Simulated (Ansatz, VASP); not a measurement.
**One calculation of Ti, two programs**

Contents of INCAR:

```
  PREC = Accurate
  ENCUT = 500
  EDIFF = 1E-6
  ISMEAR = -1
  SIGMA = 0.1
  LREAL = F
  LASPH = T
  NELM = 200
  ALGO = Normal
  ISIF = 2
  LWAVE = F
  LCHARG = F
  MAGMOM = 0 0 0 0 0 0
  LORBIT = 11
  LSORBIT = T
  GGA_COMPAT = F
  LORBMOM = T
  LMAXMIX = 4
  GGA = PE
  NBANDS = 36
```

Contents of KPOINTS:

```
regular mesh
0
Gamma
  10 10 10
```

File POSCAR:

```
Ti
1.0
    0.0000000000      2.8498513420      2.8498513420
    2.8498513420      0.0000000000      2.8498513420
    2.8498513420      2.8498513420      0.0000000000
Ti
2
Direct
    0.1250000000      0.1250000000      0.1250000000
    0.8750000000      0.8750000000      0.8750000000
```

Input for Ansatz:

```yaml
crystal:
  lattice:
    - [0.0, 2.849851342, 2.849851342]
    - [2.849851342, 0.0, 2.849851342]
    - [2.849851342, 2.849851342, 0.0]
  atoms:
    - { symbol: Ti, position: [0.125, 0.125, 0.125] }
    - { symbol: Ti, position: [0.875, 0.875, 0.875] }
hamiltonian:
  xc: pbe
  pseudopotentials:
    kind: paw_fr
    azcp:
      Ti: "pseudopotentials/Ti.paw.azcp"
basis:
  ecutwfc: 420
  fft_grid_basis: typed
kpoints:
  mp_grid: { grid: [10, 10, 10], shift: [0, 0, 0] }
magnetization:
  noncollinear: true
  spin_orbit: true
scf:
  occupations: { method: fermi_dirac, width: 0.1 }
```

Alike in both runs: task single point; functional PBE; k mesh 10 × 10 × 10; occupations fermi-dirac, width 0.1 eV; non-collinear spin, spin-orbit coupling.

|  | VASP | Ansatz |
| --- | --- | --- |
| version | VASP 6.6.1 | Ansatz 0.2.0 |
| potentials or method | VASP PAW PBE potentials, release 64 (Ti_sv), cutoff 500 eV | plane waves (420 eV) with PAW, fully relativistic with spin-orbit coupling |
| valence electrons in the cell | 24 | 24 |

|  | VASP | Ansatz | Ansatz less VASP |
| --- | --- | --- | --- |
| net moment per atom (μB) | 0.00 | 0.00 | 0.000 |
